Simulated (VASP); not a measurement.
A run of VASP 6.6.1 is set up as follows.

File INCAR:

```
PREC     = Accurate       # precision mode
ENCUT    = 600            # plane-wave cutoff, eV
EDIFF    = 1E-6           # SCF threshold, eV
ISMEAR   = -1             # smearing method
SIGMA    = 0.05           # smearing width, eV
LREAL    = F              # projectors in reciprocal space
LASPH    = T              # aspherical terms in the spheres
NELM     = 60             # most SCF steps
ALGO     = Normal         # electronic algorithm
ISIF     = 3              # what is computed and relaxed
LWAVE    = F              # write WAVECAR
LCHARG   = F              # write CHGCAR
GGA      = RE             # functional
IVDW     = 12             # dispersion correction
IBRION   = 2              # ionic algorithm
NSW      = 60             # ionic steps
EDIFFG   = -0.01          # ionic threshold
```

KPOINTS

```
regular mesh
0
Gamma
  9 9 9
```

Contents of POSCAR:

```
SiO
1.0
    2.8069700000      0.0000000000      0.0000000000
    0.0000000000      2.8069700000      0.0000000000
    0.0000000000      0.0000000000      2.8069700000
Si O
1 1
Direct
    0.0000000000      0.0000000000      0.0000000000
    0.5000000000      0.5000000000      0.5000000000
```

Potentials or basis: VASP PAW PBE potentials, release 64 (Si, O).

The run is started by

```console
$ cat potpaw_PBE.64/Si/POTCAR potpaw_PBE.64/O/POTCAR > POTCAR
$ mpirun -np 1 vasp_std > vasp.out
```

Q: What does it give for the relaxed cell?

A: a = 2.777 Å, b = 2.777 Å, c = 2.777 Å, α = 90.00°, β = 90.00°, γ = 90.00°.

Q: Estimate the space group after relaxing (to 0.05 Å).

A: Pm-3m (No. 221).

Final structure:
```
Si O
1.0
     2.77748    0.00000    0.00000
     0.00000    2.77748    0.00000
     0.00000    0.00000    2.77748
Si O
1 1
Direct
  0.00000 0.00000 0.00000
  0.50000 0.50000 0.50000
```
